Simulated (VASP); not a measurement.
# BiTe (I4mm) in VASP: notebook, part 2 of 3

VASP 6.6.1. The steps go on from the part before.

## 4. Single point, PBE (atoms displaced along a vibrational mode, the cell strained)

INCAR reads:

```
SYSTEM = BiTe
ALGO = Normal
EDIFF = 1E-6
ENCUT = 520
GGA = PE
ISIF = 2
ISMEAR = 0
LASPH = .TRUE.
LCHARG = .TRUE.
LELF = .TRUE.
LREAL = .FALSE.
LVHAR = .TRUE.
LWAVE = .FALSE.
NBANDS = 18
NELM = 100
PREC = Accurate
SIGMA = 0.15
```

KPOINTS reads:

```
k-points
0
G
  12 12 12
  0 0 0
```

POSCAR reads:

```
BiTe
1.0
    0.0000000000      3.2511939987      3.0236104188
    3.2511939987      0.0000000000      3.0236104188
    3.2511939987      3.2511939987      0.0000000000
Bi Te
1 1
Direct
    0.0203484414      0.0203484414     -0.0203484414
    0.4666737820      0.4666737820      0.5333262180
```

Potentials or basis: VASP PAW PBE potentials, release 64 (Bi_d, Te).

Command:

```console
cat potpaw_PBE.64/Bi_d/POTCAR potpaw_PBE.64/Te/POTCAR > POTCAR
mpirun -np 1 vasp_std > vasp.out
```

OUTCAR:

```text
SYSTEM = BiTe
   EDIFF = 1E-6
   ENCUT = 520
   GGA = PE
   ISIF = 2
   ISMEAR = 0
   LASPH = .TRUE.
   LREAL = .FALSE.
   NELM = 100
   PREC = Accurate

 ion  position               nearest neighbor table
   1  0.020  0.020  0.980-   2 2.70   2 3.27   2 3.27   2 3.27   2 3.27   2 3.35
   2  0.467  0.467  0.533-   1 2.70   1 3.27   1 3.27   1 3.27   1 3.27   1 3.35

  LATTYP: Found a body centered tetragonal cell.
 ALAT       =     4.5978826469
 C/A-ratio  =     1.3152186130

  Lattice vectors:

 A1 = (   0.0000000000,  -3.2511939987,  -3.0236104188)
 A2 = (   0.0000000000,   3.2511939987,  -3.0236104188)
 A3 = (   3.2511939987,   0.0000000000,   3.0236104188)

Analysis of symmetry for initial positions (statically):
=====================================================================
 Subroutine PRICEL returns:
 Original cell was already a primitive cell.

 Routine SETGRP: Setting up the symmetry group for a
 body centered tetragonal supercell.

 Subroutine GETGRP returns: Found  8 space group operations
 (whereof  8 operations were pure point group operations)
 out of a pool of 16 trial point group operations.

The static configuration has the point symmetry C_4v.

Analysis of symmetry for dynamics (positions and initial velocities):
=====================================================================
 Subroutine PRICEL returns:
 Original cell was already a primitive cell.

 Routine SETGRP: Setting up the symmetry group for a
 body centered tetragonal supercell.

 Subroutine GETGRP returns: Found  8 space group operations
 (whereof  8 operations were pure point group operations)
 out of a pool of 16 trial point group operations.

The dynamic configuration has the point symmetry C_4v.

 Subroutine INISYM returns: Found  8 space group operations
 (whereof  8 operations are pure point group operations),
 and found     1 'primitive' translations

----------------------------------------------------------------------------------------

                                     Primitive cell

  volume of cell :      63.9207

  direct lattice vectors                    reciprocal lattice vectors
     0.000000000  3.251193999  3.023610419    -0.153789654  0.153789654  0.165365219
     3.251193999  0.000000000  3.023610419     0.153789654 -0.153789654  0.165365219
     3.251193999  3.251193999  0.000000000     0.153789654  0.153789654 -0.165365219

  length of vectors
     4.439874140  4.439874140  4.597882647     0.273218175  0.273218175  0.273218175

  position of ions in fractional coordinates (direct lattice)
     0.020348441  0.020348441  0.979651559
     0.466673782  0.466673782  0.533326218

  ion indices of the primitive-cell ions
   primitive index   ion index
                 1           1
                 2           2

----------------------------------------------------------------------------------------

 KPOINTS: k-points

Automatic generation of k-mesh.
 Grid dimensions read from file:
 generate k-points for:   12   12   12

 Generating k-lattice:

  Cartesian coordinates                     Fractional coordinates (reciprocal lattice)
    -0.012815804  0.012815804  0.013780435     0.083333333  0.000000000  0.000000000
     0.012815804 -0.012815804  0.013780435     0.000000000  0.083333333  0.000000000
     0.012815804  0.012815804 -0.013780435    -0.000000000 -0.000000000  0.083333333

  Length of vectors
     0.022768181  0.022768181  0.022768181

  Shift w.r.t. Gamma in fractional coordinates (k-lattice)
     0.000000000  0.000000000  0.000000000

 Subroutine IBZKPT returns following result:
 ===========================================

 Found    163 irreducible k-points:

 Following reciprocal coordinates:
            Coordinates               Weight
  0.000000  0.000000  0.000000      1.000000
  0.083333  0.000000  0.000000      8.000000
  0.166667  0.000000  0.000000      8.000000
  0.250000  0.000000  0.000000      8.000000
  0.333333  0.000000  0.000000      8.000000
  0.416667  0.000000  0.000000      8.000000
[... 16 lines left out ...]
  0.500000  0.166667  0.000000      8.000000
 -0.416667  0.166667  0.000000      8.000000
 [... further k-points ...]
   k-points           NKPTS =    163   k-points in BZ     NKDIM =    163   number of bands    NBANDS=     18
   number of dos      NEDOS =    301   number of ions     NIONS =      2
   total plane-waves  NPLWV =  46656
   dimension x,y,z NGX =    36 NGY =   36 NGZ =   36
   dimension x,y,z NGXF=    72 NGYF=   72 NGZF=   72
   ions per type =               1   1
   NGX,Y,Z   is equivalent  to a cutoff of  13.48, 13.48, 13.02 a.u.
   NGXF,Y,Z  is equivalent  to a cutoff of  26.96, 26.96, 26.03 a.u.
 SYSTEM =  BiTe
   PREC   = accura    normal or accurate (medium, high low for compatibility)
   ISTART =      0    job   : 0-new  1-cont  2-samecut
   ICHARG =      2    charge: 1-file 2-atom 10-const
   ISPIN  =      1    spin polarized calculation?
   LNONCOLLINEAR =      F non collinear calculations
   LSORBIT =      F    spin-orbit coupling
   LASPH  =      T    aspherical Exc in radial PAW
   ENCUT  =  520.0 eV  38.22 Ry    6.18 a.u.   8.26  8.26  8.55*2*pi/ulx,y,z
   NELM   =    100;   NELMIN=  2; NELMDL= -5     # of ELM steps
   EDIFF  = 0.1E-05   stopping-criterion for ELM
   LREAL  =      F    real-space projection
   EDIFFG = 0.1E-04   stopping-criterion for IOM
   NSW    =      0    number of steps for IOM
   IBRION =     -1    ionic relax: 0-MD 1-quasi-New 2-CG
   NFREE  =      0    steps in history (QN), initial steepest desc. (CG)
   ISIF   =      2    stress and relaxation
   ISYM   =      2    0-nonsym 1-usesym 2-fastsym
   POTIM  = 0.5000    time-step for ionic-motion
   TEBEG  =    0.0;   TEEND  =   0.0 temperature during run
   PSTRESS=    0.0 pullay stress
   NELECT =      21.0000    total number of electrons
   NUPDOWN=      -1.0000    fix difference up-down
   EMIN   =  10.00;   EMAX   =-10.00  energy-range for DOS
   EFERMI =   0.00;   METHOD = LEGACY
   ISMEAR =     0;   SIGMA  =   0.15  broadening in eV -4-tet -1-fermi 0-gaus
   EFERMI_NEDOS =   21; number of points for ismear=-14 and -15
   IALGO  =     38    algorithm
   IMIX   =      4    mixing-type and parameters
     AMIX     =   0.40;   BMIX     =  1.00
     AMIX_MAG =   1.60;   BMIX_MAG =  1.00
  volume/ion in A,a.u.               =      31.96       215.68
  Fermi-wavevector in a.u.,A,eV,Ry     =   1.129624  2.134681 17.361732  1.276051
  Thomas-Fermi vector in A             =   2.266318
   LORBIT       =      0    0 simple, 1 ext, 2 COOP (PROOUT), +10 PAW based schemes
   GGA     = PE    functional components
   LHFCALC =     F    Hartree Fock is set to
   AEXX    =    0.0000 exact exchange contribution
   IVDW    =     0    specifies the selected vdW correction
   LEPSILON=     F    determine dielectric tensor
   LRPA    =     F    only Hartree local field effects (RPA)
 non-spin polarized calculation
 Gauss-broadening in eV      SIGMA  =   0.15
  energy-cutoff  :      520.00
  volume of cell :       63.92
 maximum number of plane-waves:      1736
 NGX is ok and might be reduce to    36
   NGX = 17   NGY = 17   NGZ = 17

 number of electron      20.9999997 magnetization

 Free energy of the ion-electron system (eV)
  ---------------------------------------------------
  ext. energy  EPLUGINS =         0.00000000
  ---------------------------------------------------
  free energy    TOTEN  =        -6.74596802 eV

  energy without entropy =       -6.73301762  energy(sigma->0) =       -6.73949282

 E-fermi :   7.5417     XC(G=0):  -9.6609

 val. band max:        7.5374801810   @ k =   0.2500   0.0000   0.0000
 cond. band min:       7.5564382513   @ k =  -0.2500   0.2500   0.0000
 fundamental gap:      0.0189580703
 Fermi energy:         7.5417009571

 k-point     1 :       0.0000    0.0000    0.0000
  band No.  band energies     occupation
      1     -15.9094      2.00000
      2     -15.8345      2.00000
      3     -15.8345      2.00000
      4     -15.7586      2.00000
      5     -15.7528      2.00000
      6      -6.8144      2.00000
[... 10 lines left out ...]
     17      13.1907      0.00000
     18      13.6030      0.00000

 k-point     2 :       0.0833    0.0000    0.0000
  band No.  band energies     occupation
      1     -15.9100      2.00000
      2     -15.8341      2.00000
      3     -15.8340      2.00000
      4     -15.7586      2.00000
      5     -15.7526      2.00000
      6      -6.7501      2.00000
[... 10 lines left out ...]
     17      13.6693      0.00000
     18      14.0112      0.00000
[... 442 lines left out ...]
 k-point    24 :      -0.4167    0.1667    0.0000
  band No.  band energies     occupation
      1     -15.9216      2.00000
      2     -15.8269      2.00000
      3     -15.8253      2.00000
      4     -15.7575      2.00000
      5     -15.7510      2.00000
      6      -5.0739      2.00000
[... 10 lines left out ...]
     17      17.4464      0.00000
     18      18.5186      0.00000

 [... further k-points ...]
[... 5 lines left out ...]
  --------------------------------------------------------------------------------------
  -------------------------------------------------------------------------------------
  Total        1.3793374      1.3793374      6.6682843      0.0000000      0.0000000     -0.0000000
  in kB       34.5731924     34.5731924    167.1410377      0.0000000      0.0000000     -0.0000000
  external PRESSURE =      78.7624742 kB  Pullay stress =       0.0000000 kB

 VOLUME and BASIS-vectors are now :
 -----------------------------------------------------------------------------
  energy-cutoff  :      520.00
  volume of cell :       63.92
      direct lattice vectors                 reciprocal lattice vectors
     0.000000000  3.251193999  3.023610419    -0.153789654  0.153789654  0.165365219
     3.251193999  0.000000000  3.023610419     0.153789654 -0.153789654  0.165365219
     3.251193999  3.251193999  0.000000000     0.153789654  0.153789654 -0.165365219

 POSITION                                       TOTAL-FORCE (eV/Angst)
 -----------------------------------------------------------------------------------
      3.25119      3.25119      0.12305         0.000000      0.000000     -2.119272
      3.25119      3.25119      2.82208         0.000000      0.000000      2.119272
 -----------------------------------------------------------------------------------
    total drift:                               -0.000000     -0.000000      0.000309

  FREE ENERGIE OF THE ION-ELECTRON SYSTEM (eV)
  ---------------------------------------------------
  free  energy   TOTEN  =        -6.7459680250 eV

  energy  without entropy=       -6.7330176165  energy(sigma->0) =       -6.73949282
```

OSZICAR:

```text
N       E                     dE             d eps       ncg     rms          rms(c)
DAV:   1     0.159339837448E+03    0.15934E+03   -0.99036E+03  5876   0.116E+03
DAV:   2     0.571786814875E+01   -0.15362E+03   -0.14969E+03  6074   0.312E+02
DAV:   3    -0.642569286963E+01   -0.12144E+02   -0.12013E+02  7380   0.917E+01
DAV:   4    -0.675416657905E+01   -0.32847E+00   -0.32796E+00  7074   0.159E+01
DAV:   5    -0.676786243624E+01   -0.13696E-01   -0.13695E-01  8448   0.311E+00    0.756E+00
DAV:   6    -0.674606959925E+01    0.21793E-01   -0.52686E-02  8290   0.154E+00    0.472E+00
DAV:   7    -0.674648747676E+01   -0.41788E-03   -0.30868E-02  6866   0.971E-01    0.297E-01
DAV:   8    -0.674584854211E+01    0.63893E-03   -0.53772E-03  7348   0.475E-01    0.174E-01
DAV:   9    -0.674595687254E+01   -0.10833E-03   -0.49457E-04  6876   0.117E-01    0.453E-02
DAV:  10    -0.674596529202E+01   -0.84195E-05   -0.20882E-05  8118   0.267E-02    0.179E-02
DAV:  11    -0.674596788274E+01   -0.25907E-05   -0.64542E-06  6404   0.162E-02    0.378E-03
DAV:  12    -0.674596802497E+01   -0.14223E-06   -0.15425E-07  4166   0.325E-03
   1 F= -.67459680E+01 E0= -.67394928E+01  d E =-.129504E-01
```

Wall time 4 min (1 thread of Intel Xeon 8259CL, shared host); peak memory 0.34 GiB.

What came out:

```yaml
Free_energy: -6.7460 eV
Pressure: 7.9 GPa
Largest_force: 2.119 eV/Å
Band_gap_on_the_k_mesh: zero (an odd number of electrons rules out a gap without spin polarisation)
```

Forces on the atoms (eV/Å):
```
Bi   0.000  0.000 -2.119
Te   0.000  0.000  2.119
```

Stress tensor (GPa, compression positive):
```
 3.46  0.00  0.00
 0.00  3.46  0.00
 0.00  0.00 16.71
```

Caveat: the cell differs from its parent crystal (atoms displaced along a vibrational mode, the cell strained); the stress differs along the axes, from 3 to 17 GPa; spin-orbit coupling is left out, which moves the levels of the heavy elements; forces of over 1 eV/Å act on the atoms, so gaps and moduli don't describe the material at rest.

[end of part 2 of 3]

The gap in the log of VASP goes by the Fermi energy; the results here count the filled bands.